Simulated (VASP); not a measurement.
Wanted: the native input for a VASP 6.6.1 run.

```yaml
Task: relaxation of cell and atoms
Functional: revPBE
Potentials_or_basis: VASP PAW PBE potentials, release 64 (Hg_sv_GW)
Cutoff: 550 eV
k_mesh: 12 × 12 × 12
Occupations: fermi-dirac, width 0.1 eV
Spin: no spin polarisation
Dipole_correction: no
Further_INCAR_settings: ALGO = Normal; EDIFF = 1e-07; IBRION = 2; EDIFFG = -0.01; NSW = 80; ISIF = 3
```

The structure of Hg lies in POSCAR:

```
Hg
1.0
    0.0000000000      2.2595506664      2.2595506664
    2.2595506664      0.0000000000      2.2595506664
    2.2595506664      2.2595506664      0.0000000000
Hg
1
Direct
    0.0000000000      0.0000000000      0.0000000000
```

The input as run:

INCAR

```
SYSTEM = Hg
ALGO = Normal
EDIFF = 1E-7
EDIFFG = -0.01
ENCUT = 550
GGA = RE
GGA_COMPAT = .FALSE.
IBRION = 2
ISIF = 3
ISMEAR = -1
LASPH = .TRUE.
LCHARG = .FALSE.
LREAL = .FALSE.
LWAVE = .FALSE.
NELM = 120
NELMIN = 4
NSW = 80
PREC = Accurate
SIGMA = 0.1
```

KPOINTS

```
k-points
0
G
  12 12 12
  0 0 0
```

Potentials or basis: VASP PAW PBE potentials, release 64 (Hg_sv_GW).

Launch:

```sh
$ cat potpaw_PBE.64/Hg_sv_GW/POTCAR > POTCAR
$ mpirun -np 1 vasp_std > vasp.out
```

It gave:

```yaml
Relaxed_volume: 30.03 Å³/atom
Relaxed_cell: a = 3.489 Å, b = 3.489 Å, c = 3.489 Å, α = 60.00°, β = 60.00°, γ = 60.00°
Space_group_after_relaxing_to_0.1_Å: Fm-3m (No. 225)
Energy_gained_by_relaxing: 105.1 meV/atom
Ionic_steps: 5
Pressure_after_relaxing: 0.0 GPa
Band_gap_on_the_k_mesh: zero (bands 10 and 11 overlap by 0.19 eV)
```

Caveat: the volume moved by over 15 % at a fixed basis, so the end points are rough; the PAW data sets were made with another functional, which shifts forces and pressure a little; spin-orbit coupling is left out, which moves the levels of the heavy elements.

Run time: 50 s on 1 thread of Intel(R) Xeon(R) Platinum 8559C (Emerald Rapids), on a shared host, peak memory 0.17 GiB.
